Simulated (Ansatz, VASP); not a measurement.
# Two plane-wave programs on Si

```
CELL_PARAMETERS angstrom
2.70097 2.70097 0.00000
-2.70097 2.70097 0.00000
0.00000 0.00000 5.40193
ATOMIC_POSITIONS crystal
Si 0.25000 0.50000 0.37500
Si 0.75000 0.00000 0.87500
Si 0.25000 0.00000 0.12500
Si 0.75000 0.50000 0.62500
```

Alike in both runs: task single point; functional LDA; k mesh 8 × 8 × 6; occupations fermi-dirac, width 0.02 eV; no spin polarisation.

|  | VASP | Ansatz |
| --- | --- | --- |
| version | VASP 6.6.1 | Ansatz 0.2.0 |
| potentials or method | VASP PAW LDA potentials, release 64 (Si) | PAW with Ansatz's default frozen-core files, scalar-relativistic |
| plane-wave cutoff (eV) | 520 | 420 |
| valence electrons in the cell | 16 | 16 |

```tsv
	VASP	Ansatz	Ansatz less VASP
pressure (GPa)	0.1	0.0	-0.04
```

LDA's correlation is that of Perdew and Zunger in VASP and of Perdew and Wang (1992) in Ansatz.
